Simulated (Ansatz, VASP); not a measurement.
## One calculation of CdF2, two programs

```
Cd F
1.0
     0.00000    2.69400    2.69400
     2.69400    0.00000    2.69400
     2.69400    2.69400    0.00000
Cd F
1 2
Direct
  0.02411 0.02411 0.02411
  0.25000 0.25000 0.25000
  0.75000 0.75000 0.75000
```

Change from the starting cell: all Cd atoms moved +0.225 Å, as atom 1 along Cartesian [1 1 1].

Alike in both runs: task single point; functional PBE; k mesh 8 × 8 × 8; occupations gaussian, width 0.05 eV; no spin polarisation.

|  | VASP | Ansatz |
| --- | --- | --- |
| version | VASP 6.6.1 | Ansatz 0.2.0 |
| potentials or method | VASP PAW PBE potentials, release 64 (Cd, F), cutoff 520 eV | scalar-relativistic, plane waves, PAW |
| valence electrons in the cell | 26 | 34 |

VASP gave:

| Item | Value |
| --- | --- |
| gap on the k mesh at the Fermi level (eV) | 3.12 |
| least direct gap on the mesh (eV) | 3.60 |
| pressure (GPa) | 9.3 |
| traceless stress, the component that is largest in VASP (GPa) | 2.12 |
| rms of the force components (eV/Å) | 0.713 |

Q: Which values does Ansatz return?

A: gap on the k mesh at the Fermi level (eV): 3.16; least direct gap on the mesh (eV): 3.63; pressure (GPa): 8.4; traceless stress, the component that is largest in VASP (GPa): 1.94; rms of the force components (eV/Å): 0.648.

Atom by atom the forces differ by 0.065 eV/Å (rms over components). VASP's potentials hold 26 valence electrons a cell and Ansatz's 34, so a difference there can come from the potentials and not from the codes.
